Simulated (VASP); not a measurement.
# P (Pm-3m) in VASP: density of states with PBE

Aim: the density of states of P with PBE.

Everything below comes from runs of VASP 6.6.1. Logs are shortened: lines on timing, memory, paths and dates and some standing lists are left out, and cuts for length are marked.

## (1) The cell of the first run

Symmetry: Pm-3m, No. 221, cubic system. The conventional cell has a = 1.800 Å, b = 1.800 Å, c = 1.800 Å, α = 90.00°, β = 90.00°, γ = 90.00°. Within 2.4 Å of P (site symmetry m-3m) lie 6 P at 1.80 Å.

## (2) Density of states, PBE (volume scaled by 0.4)

The input, POSCAR:

```
P
1.0
    1.8003216230      0.0000000000      0.0000000000
    0.0000000000      1.8003216230      0.0000000000
    0.0000000000      0.0000000000      1.8003216230
P
1
Direct
    0.0000000000      0.0000000000      0.0000000000
```

The input, INCAR.step1:

```
ALGO     = Normal         # electronic algorithm
EDIFF    = 1E-7           # SCF threshold, eV
ENCUT    = 520            # plane-wave cutoff, eV
GGA      = PE             # functional
ISIF     = 2              # what is computed and relaxed
ISMEAR   = -1             # smearing method
LASPH    = T              # aspherical terms in the spheres
LCHARG   = T              # write CHGCAR
LREAL    = F              # projectors in reciprocal space
LWAVE    = F              # write WAVECAR
NBANDS   = 8              # bands
NELM     = 100            # most SCF steps
PREC     = Accurate       # precision mode
SIGMA    = 0.1            # smearing width, eV
```

The input, KPOINTS.step1:

```
k-points
0
Gamma
  17 17 17
```

The input, INCAR.step2:

```
ALGO     = Normal         # electronic algorithm
EDIFF    = 1E-7           # SCF threshold, eV
ENCUT    = 520            # plane-wave cutoff, eV
GGA      = PE             # functional
ICHARG   = 11             # starting density
ISIF     = 2              # what is computed and relaxed
ISMEAR   = -5             # smearing method
LASPH    = T              # aspherical terms in the spheres
LCHARG   = F              # write CHGCAR
LORBIT   = 11             # projections on sites
LREAL    = F              # projectors in reciprocal space
LWAVE    = F              # write WAVECAR
NEDOS    = 1001           # points of the DOS
NELM     = 100            # most SCF steps
PREC     = Accurate       # precision mode
SIGMA    = 0.1            # smearing width, eV
```

The input, KPOINTS.step2:

```
k-points
0
Gamma
  26 26 26
```

Potentials or basis: VASP PAW PBE potentials, release 64 (P).

The run is started by

```console
$ cat potpaw_PBE.64/P/POTCAR > POTCAR
$ cp INCAR.step1 INCAR
$ cp KPOINTS.step1 KPOINTS
$ mpirun -np 1 vasp_std > vasp.out
$ cp INCAR.step2 INCAR
$ cp KPOINTS.step2 KPOINTS
$ mpirun -np 1 vasp_std > vasp.out
```

OUTCAR:

```text
EDIFF = 1E-7
   ENCUT = 520
   GGA = PE
   ICHARG = 11
   ISIF = 2
   ISMEAR = -5
   LASPH = T
   LORBIT = 11
   LREAL = F
   NELM = 100
   PREC = Accurate

 ion  position               nearest neighbor table
   1  0.000  0.000  0.000-

  LATTYP: Found a simple cubic cell.
 ALAT       =     1.8003216230

  Lattice vectors:

 A1 = (   1.8003216230,   0.0000000000,   0.0000000000)
 A2 = (   0.0000000000,   1.8003216230,   0.0000000000)
 A3 = (   0.0000000000,   0.0000000000,   1.8003216230)

Analysis of symmetry for initial positions (statically):
=====================================================================
 Subroutine PRICEL returns:
 Original cell was already a primitive cell.

 Routine SETGRP: Setting up the symmetry group for a
 simple cubic supercell.

 Subroutine GETGRP returns: Found 48 space group operations
 (whereof 48 operations were pure point group operations)
 out of a pool of 48 trial point group operations.

The static configuration has the point symmetry O_h .

Analysis of symmetry for dynamics (positions and initial velocities):
=====================================================================
 Subroutine PRICEL returns:
 Original cell was already a primitive cell.

 Routine SETGRP: Setting up the symmetry group for a
 simple cubic supercell.

 Subroutine GETGRP returns: Found 48 space group operations
 (whereof 48 operations were pure point group operations)
 out of a pool of 48 trial point group operations.

The dynamic configuration has the point symmetry O_h .

 Subroutine INISYM returns: Found 48 space group operations
 (whereof 48 operations are pure point group operations),
 and found     1 'primitive' translations

----------------------------------------------------------------------------------------

                                     Primitive cell

  volume of cell :       5.8351

  direct lattice vectors                    reciprocal lattice vectors
     1.800321623  0.000000000  0.000000000     0.555456307  0.000000000  0.000000000
     0.000000000  1.800321623  0.000000000     0.000000000  0.555456307  0.000000000
     0.000000000  0.000000000  1.800321623     0.000000000  0.000000000  0.555456307

  length of vectors
     1.800321623  1.800321623  1.800321623     0.555456307  0.555456307  0.555456307

  position of ions in fractional coordinates (direct lattice)
     0.000000000  0.000000000  0.000000000

  ion indices of the primitive-cell ions
   primitive index   ion index
                 1           1

----------------------------------------------------------------------------------------

 KPOINTS: k-points

Automatic generation of k-mesh.
 Grid dimensions read from file:
 generate k-points for:   26   26   26

 Generating k-lattice:

  Cartesian coordinates                     Fractional coordinates (reciprocal lattice)
     0.021363704  0.000000000  0.000000000     0.038461538  0.000000000  0.000000000
     0.000000000  0.021363704  0.000000000     0.000000000  0.038461538  0.000000000
     0.000000000  0.000000000  0.021363704     0.000000000  0.000000000  0.038461538

  Length of vectors
     0.021363704  0.021363704  0.021363704

  Shift w.r.t. Gamma in fractional coordinates (k-lattice)
     0.000000000  0.000000000  0.000000000

 TETIRR: Found   8764 inequivalent tetrahedra from   105456

 Subroutine IBZKPT returns following result:
 ===========================================

 Found    560 irreducible k-points:

 Following reciprocal coordinates:
            Coordinates               Weight
  0.000000  0.000000  0.000000      1.000000
  0.038462  0.000000  0.000000      6.000000
  0.076923  0.000000  0.000000      6.000000
  0.115385  0.000000  0.000000      6.000000
  0.153846  0.000000  0.000000      6.000000
  0.192308  0.000000  0.000000      6.000000
[... 16 lines left out ...]
  0.346154  0.038462  0.000000     24.000000
  0.384615  0.038462  0.000000     24.000000
 [... further k-points ...]
   k-points           NKPTS =    560   k-points in BZ     NKDIM =    560   number of bands    NBANDS=      6
   number of dos      NEDOS =   1001   number of ions     NIONS =      1
   total plane-waves  NPLWV =   2744
   dimension x,y,z NGX =    14 NGY =   14 NGZ =   14
   dimension x,y,z NGXF=    28 NGYF=   28 NGZF=   28
   ions per type =               1
   NGX,Y,Z   is equivalent  to a cutoff of  12.93, 12.93, 12.93 a.u.
   NGXF,Y,Z  is equivalent  to a cutoff of  25.86, 25.86, 25.86 a.u.
 SYSTEM =  unknown system
   PREC   = accura    normal or accurate (medium, high low for compatibility)
   ISTART =      0    job   : 0-new  1-cont  2-samecut
   ICHARG =     11    charge: 1-file 2-atom 10-const
   ISPIN  =      1    spin polarized calculation?
   LNONCOLLINEAR =      F non collinear calculations
   LSORBIT =      F    spin-orbit coupling
   LASPH  =      T    aspherical Exc in radial PAW
   ENCUT  =  520.0 eV  38.22 Ry    6.18 a.u.   3.35  3.35  3.35*2*pi/ulx,y,z
   NELM   =    100;   NELMIN=  2; NELMDL=  0     # of ELM steps
   EDIFF  = 0.1E-06   stopping-criterion for ELM
   LREAL  =      F    real-space projection
   EDIFFG = 0.1E-05   stopping-criterion for IOM
   NSW    =      0    number of steps for IOM
   IBRION =     -1    ionic relax: 0-MD 1-quasi-New 2-CG
   NFREE  =      0    steps in history (QN), initial steepest desc. (CG)
   ISIF   =      2    stress and relaxation
   ISYM   =      2    0-nonsym 1-usesym 2-fastsym
   POTIM  = 0.5000    time-step for ionic-motion
   TEBEG  =    0.0;   TEEND  =   0.0 temperature during run
   PSTRESS=    0.0 pullay stress
   NELECT =       5.0000    total number of electrons
   NUPDOWN=      -1.0000    fix difference up-down
   EMIN   =  10.00;   EMAX   =-10.00  energy-range for DOS
   EFERMI =   0.00;   METHOD = LEGACY
   ISMEAR =    -5;   SIGMA  =   0.10  broadening in eV -4-tet -1-fermi 0-gaus
   EFERMI_NEDOS =   21; number of points for ismear=-14 and -15
   IALGO  =     38    algorithm
   IMIX   =      4    mixing-type and parameters
     AMIX     =   0.40;   BMIX     =  1.00
     AMIX_MAG =   1.60;   BMIX_MAG =  1.00
  volume/ion in A,a.u.               =       5.84        39.38
  Fermi-wavevector in a.u.,A,eV,Ry     =   1.554944  2.938418 32.896855  2.417851
  Thomas-Fermi vector in A             =   2.658957
   LORBIT       =     11    0 simple, 1 ext, 2 COOP (PROOUT), +10 PAW based schemes
   GGA     = PE    functional components
   LHFCALC =     F    Hartree Fock is set to
   AEXX    =    0.0000 exact exchange contribution
   IVDW    =     0    specifies the selected vdW correction
   LEPSILON=     F    determine dielectric tensor
   LRPA    =     F    only Hartree local field effects (RPA)
 non-spin polarized calculation
 Fermi weights with tetrahedron method with Bloechl corrections
  energy-cutoff  :      520.00
  volume of cell :        5.84
 maximum number of plane-waves:       171
 NGX is ok and might be reduce to    14

 number of electron       5.0000001 magnetization

 Free energy of the ion-electron system (eV)
  ---------------------------------------------------
  ext. energy  EPLUGINS =         0.00000000
  ---------------------------------------------------
  free energy    TOTEN  =         3.53867691 eV

  energy without entropy =        3.53867691  energy(sigma->0) =        3.53867691

 E-fermi :  27.0542     XC(G=0): -15.7173

 val. band max:       27.1417116240   @ k =   0.5000   0.3462   0.1538
 cond. band min:      26.8212301677   @ k =   0.5000   0.3462   0.0769
 fundamental gap:     -0.3204814563
 Fermi energy:        27.0542111140

 k-point     1 :       0.0000    0.0000    0.0000
  band No.  band energies     occupation
      1      -1.2430      2.00000
      2      32.7886      0.00000
      3      32.7886      0.00000
      4      40.4553      0.00000
      5      40.4553      0.00000
      6      40.4553      0.00000

 k-point     2 :       0.0385    0.0000    0.0000
  band No.  band energies     occupation
      1      -1.1788      2.00000
      2      32.1385      0.00000
      3      32.8433      0.00000
      4      40.5018      0.00000
      5      40.5018      0.00000
      6      41.0452      0.00000

 k-point     3 :       0.0769    0.0000    0.0000
  band No.  band energies     occupation
      1      -0.9861      2.00000
      2      30.5884      0.00000
      3      33.0064      0.00000
      4      40.6414      0.00000
      5      40.6414      0.00000
      6      42.4108      0.00000

 k-point     4 :       0.1154    0.0000    0.0000
  band No.  band energies     occupation
      1      -0.6654      2.00000
      2      28.6504     -0.11670
      3      33.2761      0.00000
      4      40.8743      0.00000
      5      40.8743      0.00000
      6      44.0347      0.00000

 k-point     5 :       0.1538    0.0000    0.0000
  band No.  band energies     occupation
      1      -0.2178      2.00000
      2      26.5655      1.58011
      3      33.6470      0.00000
      4      41.2007      0.00000
      5      41.2007      0.00000
      6      45.6752      0.00000
[... 136 lines left out ...]
 k-point    21 :       0.2692    0.0385    0.0000
  band No.  band energies     occupation
      1       1.9362      2.00000
      2      20.2829      2.00000
      3      34.8139      0.00000
      4      42.7862      0.00000
      5      42.7922      0.00000
      6      50.5188      0.00000

 k-point    22 :       0.3077    0.0385    0.0000
  band No.  band energies     occupation
      1       2.8759      2.00000
      2      18.2583      2.00000
      3      35.4979      0.00000
      4      43.4380      0.00000
      5      43.4953      0.00000
      6      51.7339      0.00000

 k-point    23 :       0.3462    0.0385    0.0000
  band No.  band energies     occupation
      1       3.9330      2.00000
      2      16.3018      2.00000
      3      36.2046      0.00000
      4      44.1407      0.00000
      5      44.2902      0.00000
      6      52.6855      0.00000

 k-point    24 :       0.3846    0.0385    0.0000
  band No.  band energies     occupation
      1       5.1043      2.00000
      2      14.4250      2.00000
      3      36.8868      0.00000
      4      44.8615      0.00000
      5      45.1706      0.00000
      6      52.2298      0.00000

 [... further k-points ...]

------------------------ aborting loop because EDIFF is reached ----------------------------------------

  FORCE on cell =-STRESS in cart. coord.  units (eV):
  Direction    XX          YY          ZZ          XY          YZ          ZX
  --------------------------------------------------------------------------------------
  -------------------------------------------------------------------------------------
  Total       25.6317926     25.6317926     25.6317926     -0.0000000     -0.0000000     -0.0000000
  in kB     7037.8380677   7037.8380677   7037.8380677     -0.0000000     -0.0000000     -0.0000000
  external PRESSURE =    7037.8380677 kB  Pullay stress =       0.0000000 kB

 VOLUME and BASIS-vectors are now :
 -----------------------------------------------------------------------------
  energy-cutoff  :      520.00
  volume of cell :        5.84
      direct lattice vectors                 reciprocal lattice vectors
     1.800321623  0.000000000  0.000000000     0.555456307  0.000000000  0.000000000
     0.000000000  1.800321623  0.000000000     0.000000000  0.555456307  0.000000000
     0.000000000  0.000000000  1.800321623     0.000000000  0.000000000  0.555456307

 POSITION                                       TOTAL-FORCE (eV/Angst)
 -----------------------------------------------------------------------------------
      0.00000      0.00000      0.00000         0.000000      0.000000      0.000000
 -----------------------------------------------------------------------------------
    total drift:                                0.000000      0.000000      0.000000

  FREE ENERGIE OF THE ION-ELECTRON SYSTEM (eV)
  ---------------------------------------------------
  free  energy   TOTEN  =         3.5386769138 eV

  energy  without entropy=        3.5386769138  energy(sigma->0) =        3.53867691

 total charge

# of ion       s       p       d       tot
------------------------------------------
    1        1.167   2.210   0.000   3.377
```

Wall time 11 s (1 thread of Intel Xeon 6975P-C, shared host); peak memory 0.13 GiB.

What came out:

* Valence electrons inside the program's atomic spheres: P 3.38

Caveat: tetrahedron occupations give inexact forces and stress in metals.
